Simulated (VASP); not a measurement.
# CO2 (Pa-3) in VASP: notebook

The runs below take CO2 through electric field gradients, with PBE, r2SCAN.

Program: VASP 6.6.1. These are calculated values, not measurements. Logs are shortened: lines on timing, memory, paths and dates and some standing lists are left out, and cuts for length are marked.

## (1) The cell of the first run

It takes space group Pa-3 (No. 205, cubic). The conventional cell has a = 5.620 Å, b = 5.620 Å, c = 5.620 Å, α = 90.00°, β = 90.00°, γ = 90.00°. C (site symmetry -3) has 2 O at 1.10 Å within 1.5 Å. Within 1.5 Å of O (site symmetry 3) lie 1 C at 1.10 Å.

## (2) Electric field gradients, PBE

Input file INCAR:

```
SYSTEM = CO2
ALGO     = Normal         ! electronic algorithm
EDIFF    = 1E-8           ! SCF threshold, eV
ENCUT    = 520            ! plane-wave cutoff, eV
GGA      = PE             ! functional
ISIF     = 2              ! what is computed and relaxed
ISMEAR   = -1             ! smearing method
LASPH    = .True.         ! aspherical terms in the spheres
LCHARG   = .False.        ! write CHGCAR
LEFG     = .True.       
LREAL    = .False.        ! projectors in reciprocal space
LWAVE    = .False.        ! write WAVECAR
NBANDS   = 44             ! bands
NELM     = 80             ! most SCF steps
PREC     = Accurate       ! precision mode
SIGMA    = 0.02           ! smearing width, eV
```

Input file KPOINTS:

```
k-points
0
Gamma
  4 4 4
  0 0 0
```

Input file POSCAR:

```
CO2
1.0
    5.6200000000      0.0000000000      0.0000000000
    0.0000000000      5.6200000000      0.0000000000
    0.0000000000      0.0000000000      5.6200000000
C O
4 8
Direct
    0.0000000000      0.0000000000      0.0000000000
    0.5000000000      0.0000000000      0.5000000000
    0.5000000000      0.5000000000      0.0000000000
    0.0000000000      0.5000000000      0.5000000000
    0.1130000000      0.1130000000      0.1130000000
    0.3870000000      0.8870000000      0.6130000000
    0.6130000000      0.3870000000      0.8870000000
    0.8870000000      0.6130000000      0.3870000000
    0.8870000000      0.8870000000      0.8870000000
    0.6130000000      0.1130000000      0.3870000000
    0.3870000000      0.6130000000      0.1130000000
    0.1130000000      0.3870000000      0.6130000000
```

Potentials or basis: VASP PAW PBE potentials, release 64 (C, O).

The run is started by

```bash
cat potpaw_PBE.64/C/POTCAR potpaw_PBE.64/O/POTCAR > POTCAR
mpirun -np 1 vasp_std > vasp.out
```

OUTCAR:

```text
SYSTEM = CO2
   EDIFF = 1E-8
   ENCUT = 520
   GGA = PE
   ISIF = 2
   ISMEAR = -1
   LASPH = .True.
   LREAL = .False.
   NELM = 80
   PREC = Accurate

 ion  position               nearest neighbor table
   1  0.000  0.000  0.000-   5 1.10   9 1.10
   2  0.500  0.000  0.500-   6 1.10  10 1.10
   3  0.500  0.500  0.000-   7 1.10  11 1.10
   4  0.000  0.500  0.500-   8 1.10  12 1.10
   5  0.113  0.113  0.113-   1 1.10
   6  0.387  0.887  0.613-   2 1.10
   7  0.613  0.387  0.887-   3 1.10
   8  0.887  0.613  0.387-   4 1.10
   9  0.887  0.887  0.887-   1 1.10
  10  0.613  0.113  0.387-   2 1.10
  11  0.387  0.613  0.113-   3 1.10
  12  0.113  0.387  0.613-   4 1.10

  LATTYP: Found a simple cubic cell.
 ALAT       =     5.6200000000

  Lattice vectors:

 A1 = (   5.6200000000,   0.0000000000,   0.0000000000)
 A2 = (   0.0000000000,   5.6200000000,   0.0000000000)
 A3 = (   0.0000000000,   0.0000000000,   5.6200000000)

Analysis of symmetry for initial positions (statically):
=====================================================================
 Subroutine PRICEL returns:
 Original cell was already a primitive cell.

 Routine SETGRP: Setting up the symmetry group for a
 simple cubic supercell.

 Subroutine GETGRP returns: Found 24 space group operations
 (whereof  6 operations were pure point group operations)
 out of a pool of 48 trial point group operations.

The static configuration has the point symmetry S_6 .
 The point group associated with its full space group is T_h .

Analysis of symmetry for dynamics (positions and initial velocities):
=====================================================================
 Subroutine PRICEL returns:
 Original cell was already a primitive cell.

 Routine SETGRP: Setting up the symmetry group for a
 simple cubic supercell.

 Subroutine GETGRP returns: Found 24 space group operations
 (whereof  6 operations were pure point group operations)
 out of a pool of 48 trial point group operations.

The dynamic configuration has the point symmetry S_6 .
 The point group associated with its full space group is T_h .

 Subroutine INISYM returns: Found 24 space group operations
 (whereof  6 operations are pure point group operations),
 and found     1 'primitive' translations

----------------------------------------------------------------------------------------

                                     Primitive cell

  volume of cell :     177.5043

  direct lattice vectors                    reciprocal lattice vectors
     5.620000000  0.000000000  0.000000000     0.177935943  0.000000000  0.000000000
     0.000000000  5.620000000  0.000000000     0.000000000  0.177935943  0.000000000
     0.000000000  0.000000000  5.620000000     0.000000000  0.000000000  0.177935943

  length of vectors
     5.620000000  5.620000000  5.620000000     0.177935943  0.177935943  0.177935943

  position of ions in fractional coordinates (direct lattice)
     0.000000000  0.000000000  0.000000000
     0.500000000  0.000000000  0.500000000
     0.500000000  0.500000000  0.000000000
     0.000000000  0.500000000  0.500000000
     0.113000000  0.113000000  0.113000000
     0.387000000  0.887000000  0.613000000
     0.613000000  0.387000000  0.887000000
     0.887000000  0.613000000  0.387000000
     0.887000000  0.887000000  0.887000000
     0.613000000  0.113000000  0.387000000
     0.387000000  0.613000000  0.113000000
     0.113000000  0.387000000  0.613000000

  ion indices of the primitive-cell ions
   primitive index   ion index
                 1           1
                 2           2
                 3           3
                 4           4
                 5           5
                 6           6
[... 77 lines left out ...]
   EMIN   =  10.00;   EMAX   =-10.00  energy-range for DOS
   EFERMI =   0.00;   METHOD = LEGACY
   ISMEAR =    -1;   SIGMA  =   0.02  broadening in eV -4-tet -1-fermi 0-gaus
   EFERMI_NEDOS =   21; number of points for ismear=-14 and -15
   IALGO  =     38    algorithm
   IMIX   =      4    mixing-type and parameters
     AMIX     =   0.40;   BMIX     =  1.00
     AMIX_MAG =   1.60;   BMIX_MAG =  1.00
  volume/ion in A,a.u.               =      14.79        99.82
  Fermi-wavevector in a.u.,A,eV,Ry     =   1.165195  2.201899 18.472341  1.357679
  Thomas-Fermi vector in A             =   2.301723
   LORBIT       =      0    0 simple, 1 ext, 2 COOP (PROOUT), +10 PAW based schemes
   GGA     = PE    functional components
[... 5 lines left out ...]
 non-spin polarized calculation
  energy-cutoff  :      520.00
  volume of cell :      177.50
 maximum number of plane-waves:      4801
 NGX is ok and might be reduce to    42
   NGX = 21   NGY = 21   NGZ = 21

 number of electron      64.0000121 magnetization

 Free energy of the ion-electron system (eV)
  ---------------------------------------------------
  ext. energy  EPLUGINS =         0.00000000
  ---------------------------------------------------
  free energy    TOTEN  =       -89.40393370 eV

  energy without entropy =      -89.40393370  energy(sigma->0) =      -89.40393370

 E-fermi :  -3.3917     XC(G=0):  -7.7189

 val. band max:       -3.8549283257   @ k =   0.0000   0.0000   0.0000
 cond. band min:       3.4813292238   @ k =   0.0000   0.0000   0.0000
 fundamental gap:      7.3362575494
 Fermi energy:        -3.3916669212

 k-point     1 :       0.0000    0.0000    0.0000
  band No.  band energies     occupation
      1     -25.1581      2.00000
      2     -24.9983      2.00000
      3     -24.9983      2.00000
      4     -24.9983      2.00000
      5     -24.0919      2.00000
      6     -24.0919      2.00000
[... 506 lines left out ...]
     43       6.5007      0.00000
     44       6.5007      0.00000

------------------------ aborting loop because EDIFF is reached ----------------------------------------

  FORCE on cell =-STRESS in cart. coord.  units (eV):
  Direction    XX          YY          ZZ          XY          YZ          ZX
  --------------------------------------------------------------------------------------
  -------------------------------------------------------------------------------------
  Total       29.9668732     29.9668732     29.9668732      0.0000000      0.0000000     -0.0000000
  in kB      270.4849256    270.4849256    270.4849256      0.0000000      0.0000000     -0.0000000
  external PRESSURE =     270.4849256 kB  Pullay stress =       0.0000000 kB

 VOLUME and BASIS-vectors are now :
 -----------------------------------------------------------------------------
  energy-cutoff  :      520.00
  volume of cell :      177.50
      direct lattice vectors                 reciprocal lattice vectors
     5.620000000  0.000000000  0.000000000     0.177935943  0.000000000  0.000000000
     0.000000000  5.620000000  0.000000000     0.000000000  0.177935943  0.000000000
     0.000000000  0.000000000  5.620000000     0.000000000  0.000000000  0.177935943

 POSITION                                       TOTAL-FORCE (eV/Angst)
 -----------------------------------------------------------------------------------
      0.00000      0.00000      0.00000         0.000000     -0.000000     -0.000000
      2.81000      0.00000      2.81000         0.000000     -0.000000     -0.000000
      2.81000      2.81000      0.00000         0.000000     -0.000000     -0.000000
      0.00000      2.81000      2.81000         0.000000     -0.000000     -0.000000
      0.63506      0.63506      0.63506         5.784636      5.784636      5.784636
      2.17494      4.98494      3.44506        -5.784636     -5.784636      5.784636
      3.44506      2.17494      4.98494         5.784636     -5.784636     -5.784636
      4.98494      3.44506      2.17494        -5.784636      5.784636     -5.784636
      4.98494      4.98494      4.98494        -5.784636     -5.784636     -5.784636
      3.44506      0.63506      2.17494         5.784636      5.784636     -5.784636
      2.17494      3.44506      0.63506        -5.784636      5.784636      5.784636
      0.63506      2.17494      3.44506         5.784636     -5.784636      5.784636
 -----------------------------------------------------------------------------------
    total drift:                                0.000000      0.000000      0.000000

  FREE ENERGIE OF THE ION-ELECTRON SYSTEM (eV)
  ---------------------------------------------------
  free  energy   TOTEN  =       -89.4039337045 eV

  energy  without entropy=      -89.4039337045  energy(sigma->0) =      -89.40393370

 Electric field gradients (V/A^2)
---------------------------------------------------------------------
 ion       V_xx      V_yy      V_zz      V_xy      V_xz      V_yz
---------------------------------------------------------------------
   1       0.000    -0.000     0.000   -27.237   -27.237   -27.237
   2      -0.000    -0.000     0.000   -27.237    27.237    27.237
   3       0.000    -0.000     0.000    27.237    27.237   -27.237
   4      -0.000    -0.000     0.000    27.237   -27.237    27.237
   5      -0.000     0.000     0.000    17.624    17.624    17.624
   6       0.000     0.000     0.000    17.624   -17.624   -17.624
   7       0.000     0.000     0.000   -17.624   -17.624    17.624
   8       0.000     0.000     0.000   -17.624    17.624   -17.624
   9      -0.000     0.000     0.000    17.624    17.624    17.624
  10       0.000     0.000     0.000    17.624   -17.624   -17.624
  11       0.000     0.000     0.000   -17.624   -17.624    17.624
  12       0.000     0.000     0.000   -17.624    17.624   -17.624
---------------------------------------------------------------------

 Electric field gradients after diagonalization (V/A^2)
 (convention: |V_zz| > |V_xx| > |V_yy|)
----------------------------------------------------------------------
 ion       V_xx      V_yy      V_zz     asymmetry (V_yy - V_xx)/ V_zz
----------------------------------------------------------------------
   1      27.237    27.237   -54.473       0.000
   2      27.237    27.237   -54.473       0.000
   3      27.237    27.237   -54.473       0.000
   4      27.237    27.237   -54.473       0.000
   5     -17.624   -17.624    35.249       0.000
   6     -17.624   -17.624    35.249       0.000
   7     -17.624   -17.624    35.249       0.000
   8     -17.624   -17.624    35.249       0.000
   9     -17.624   -17.624    35.249       0.000
  10     -17.624   -17.624    35.249       0.000
  11     -17.624   -17.624    35.249       0.000
  12     -17.624   -17.624    35.249       0.000
----------------------------------------------------------------------

           NMR quadrupolar parameters

 Cq : quadrupolar parameter    Cq=e*Q*V_zz/h
 eta: asymmetry parameters     (V_yy - V_xx)/ V_zz
 Q  : nuclear electric quadrupole moment in mb (millibarn)
----------------------------------------------------------------------
 ion       Cq(MHz)       eta       Q (mb)
----------------------------------------------------------------------
   1      -0.132       0.000       1.000
   2      -0.132       0.000       1.000
   3      -0.132       0.000       1.000
   4      -0.132       0.000       1.000
   5       0.085       0.000       1.000
   6       0.085       0.000       1.000
   7       0.085       0.000       1.000
   8       0.085       0.000       1.000
   9       0.085       0.000       1.000
  10       0.085       0.000       1.000
  11       0.085       0.000       1.000
  12       0.085       0.000       1.000
----------------------------------------------------------------------
```

Run time: 2 min. Hardware: 1 thread of AMD EPYC 7R43 (Zen 3), shared host; peak memory 0.21 GiB.

Results:

| Quantity | Value |
| --- | --- |
| Free energy | -89.4039 eV |
| Pressure | 27.0 GPa |
| Largest force | 10.019 eV/Å |
| Band gap on the k mesh | 7.34 eV, direct |

Forces in eV/Å, atoms in the order of the input:
```
C    0.000  0.000  0.000
C    0.000  0.000  0.000
C    0.000  0.000  0.000
C    0.000  0.000  0.000
O    5.785  5.785  5.785
O   -5.785 -5.785  5.785
O    5.785 -5.785 -5.785
O   -5.785  5.785 -5.785
O   -5.785 -5.785 -5.785
O    5.785  5.785 -5.785
O   -5.785  5.785  5.785
O    5.785 -5.785  5.785
```

Electric field gradients, principal values (V/Å²):
| atom | least | middle | greatest (by size) |
| --- | --- | --- | --- |
| 1 C | 27.237 | 27.237 | -54.473 |
| 2 C | 27.237 | 27.237 | -54.473 |
| 3 C | 27.237 | 27.237 | -54.473 |
| 4 C | 27.237 | 27.237 | -54.473 |
| 5 O | -17.624 | -17.624 | 35.249 |
| 6 O | -17.624 | -17.624 | 35.249 |
| 7 O | -17.624 | -17.624 | 35.249 |
| 8 O | -17.624 | -17.624 | 35.249 |
| 9 O | -17.624 | -17.624 | 35.249 |
| 10 O | -17.624 | -17.624 | 35.249 |
| 11 O | -17.624 | -17.624 | 35.249 |
| 12 O | -17.624 | -17.624 | 35.249 |

Caveat: without QUAD_EFG the Cq values of the log hold for a quadrupole moment of 1 mb, not for the nuclei; forces of over 1 eV/Å act on the atoms, so gaps and moduli don't describe the material at rest. A k mesh can miss the band edges.

(Part 1 of 2 ends here.)
